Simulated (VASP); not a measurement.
Wanted: the native input for a VASP 6.6.1 run.

```
Task                   : relaxation of cell and atoms
Functional             : PBEsol
Potentials or basis    : VASP PAW PBE potentials, release 64 (As, Se)
Cutoff                 : 600 eV
k mesh                 : 6 × 6 × 6
Occupations            : gaussian, width 0.1 eV
Spin                   : no spin polarisation
Dipole correction      : no
Further INCAR settings : ALGO = Normal; EDIFF = 1e-07; IBRION = 2; EDIFFG = -0.005; NSW = 100; ISIF = 3
```

The structure of As2Se lies in POSCAR:

```
As2Se
1.0
   -3.5294180000      3.5294180000      2.6535710000
    3.5294180000     -3.5294180000      2.6535710000
    3.5294180000      3.5294180000     -2.6535710000
As Se
4 2
Direct
    0.8547969690      0.1115193941      0.7198099559
    0.3359930755      0.0817708417      0.2363901210
    0.9083931367      0.6528921905      0.7608447094
    0.8551166252      0.1172837318      0.2698514220
    0.5001725364      0.4903716732      0.0285735723
    0.2827979745      0.7678689823      0.5319911299
```

One way to write it, as run:

INCAR

```
PREC = Accurate ; ENCUT = 600
EDIFF = 1E-7 ; ISMEAR = 0
SIGMA = 0.1 ; LREAL = False
LASPH = True ; NELM = 60
ALGO = Normal ; ISIF = 3
LWAVE = False ; LCHARG = False
GGA = PS ; IBRION = 2
NSW = 100 ; EDIFFG = -0.005
```

KPOINTS

```
regular mesh
0
Gamma
  6 6 6
```

Potentials or basis: VASP PAW PBE potentials, release 64 (As, Se).

Command:

```bash
$ cat potpaw_PBE.64/As/POTCAR potpaw_PBE.64/Se/POTCAR > POTCAR
$ mpirun -np 1 vasp_std > vasp.out
```

Results of the run:

```
Relaxed volume                        : 21.86 Å³/atom
Relaxed cell                          : a = 5.606 Å, b = 5.606 Å, c = 5.607 Å, α = 102.95°, β = 104.83°, γ = 121.34°
Space group after relaxing (to 0.1 Å) : Ima2 (No. 46)
Energy gained by relaxing             : 59.1 meV/atom
Ionic steps                           : 51
Pressure after relaxing               : 0.0 GPa
Largest force after relaxing          : 0.005 eV/Å
Band gap on the k mesh                : zero (bands 16 and 17 overlap by 0.29 eV)
```

Caveat: the PAW data sets were made with another functional, which shifts forces and pressure a little.

Run time: 2.2 h on 1 thread of Intel(R) Xeon(R) Platinum 8259CL CPU @ 2.50GHz (Skylake/Cascade Lake) (shared host), peak memory 0.61 GiB.
